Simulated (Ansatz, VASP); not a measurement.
# One calculation of SnSe2, two programs

```
CELL_PARAMETERS angstrom
4.11725 0.00000 0.00000
-2.05863 3.56565 0.00000
0.00000 0.00000 6.06430
ATOMIC_POSITIONS crystal
Sn 0.00000 0.00000 0.00000
Se 0.33333 0.66667 0.26513
Se 0.66667 0.33333 0.73487
```

Alike in both runs: task single point; functional PBE; dispersion D3(BJ); k mesh 12 × 12 × 6; occupations gaussian, width 0.03 eV; no spin polarisation.

|  | VASP | Ansatz |
| --- | --- | --- |
| version | VASP 6.6.1 | Ansatz 0.2.0 |
| potentials or method | VASP PAW PBE potentials, release 64 (Sn_d, Se), cutoff 500 eV | scalar-relativistic, plane waves, PAW |
| valence electrons in the cell | 26 | 46 |

VASP gave:

- gap on the k mesh at the Fermi level (eV): none
- pressure (GPa): -6.8
- traceless stress, the component that is largest in VASP (GPa): 1.75
- rms of the force components (eV/Å): 0.270

Estimate Ansatz's values.

gap on the k mesh at the Fermi level (eV): none; pressure (GPa): -6.9; traceless stress, the component that is largest in VASP (GPa): 1.75; rms of the force components (eV/Å): 0.273.

Atom by atom the forces differ by 0.003 eV/Å (rms over components). A gap of «none» marks a metal or a gap that the smearing closes. VASP's potentials hold 26 valence electrons a cell and Ansatz's 46, so a difference there can come from the potentials and not from the codes.
